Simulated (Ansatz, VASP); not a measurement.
## One calculation of Cu, two programs

INCAR

```
SYSTEM = Cu
  PREC = Accurate
  ENCUT = 600
  EDIFF = 1E-6
  ISMEAR = -1
  SIGMA = 0.15
  LREAL = .FALSE.
  LASPH = .TRUE.
  NELM = 100
  ALGO = Normal
  ISIF = 3
  LWAVE = .FALSE.
  LCHARG = .FALSE.
  GGA = RP
  IBRION = 2
  NSW = 80
  EDIFFG = -0.001
```

KPOINTS

```
Automatic mesh
0
G
  16 16 16
  0 0 0
```

The input POSCAR:

```
Cu
1.0
    0.0000000000      1.8362773660      1.8362773660
    1.8362773660      0.0000000000      1.8362773660
    1.8362773660      1.8362773660      0.0000000000
Cu
1
Direct
    0.0000000000      0.0000000000      0.0000000000
```

Input for Ansatz:

```yaml
crystal:
  lattice:
    - [0.0, 1.836277366, 1.836277366]
    - [1.836277366, 0.0, 1.836277366]
    - [1.836277366, 1.836277366, 0.0]
  atoms:
    - { symbol: Cu, position: [0.0, 0.0, 0.0] }
basis:
  ecutwfc: 420
kpoints:
  mp_grid: { grid: [16, 16, 16] }
hamiltonian:
  xc: rpbe
  pseudopotentials: { kind: paw, azcp: { folder: soft_1 } }
scf:
  occupations: { method: fermi_dirac, width: 0.15 }
output:
  forces: true
  stress: true
  eigenvalues: true
relax:
  adjacent_minimum: "off"
  f_tol: 0.001
  max_steps: 60
  cell: { stress_tol: 0.01 }
```

Alike in both runs: task relaxation of cell and atoms; functional RPBE; k mesh 16 × 16 × 16; occupations fermi-dirac, width 0.15 eV; no spin polarisation.

```csv
,VASP,Ansatz
version,VASP 6.6.1,Ansatz 0.2.0
potentials or method,"VASP PAW PBE potentials, release 64 (Cu), cutoff 600 eV","scalar-relativistic, plane waves, PAW"
valence electrons in the cell,11,19
```

Ansatz gave:

- gap on the k mesh at the Fermi level, each at its own relaxed structure (eV): none
- relaxed volume (Å³/atom): 12.38
- relaxed cell length with the largest relative difference (Å): 2.597

Task: Which values does VASP return?

Result: gap on the k mesh at the Fermi level, each at its own relaxed structure (eV): none; relaxed volume (Å³/atom): 12.46; relaxed cell length with the largest relative difference (Å): 2.602.

VASP's potentials were made for PBE, not for RPBE. A gap of «none» marks a metal or a gap that the smearing closes. VASP's potentials hold 11 valence electrons a cell and Ansatz's 19, so a difference there can come from the potentials and not from the codes.
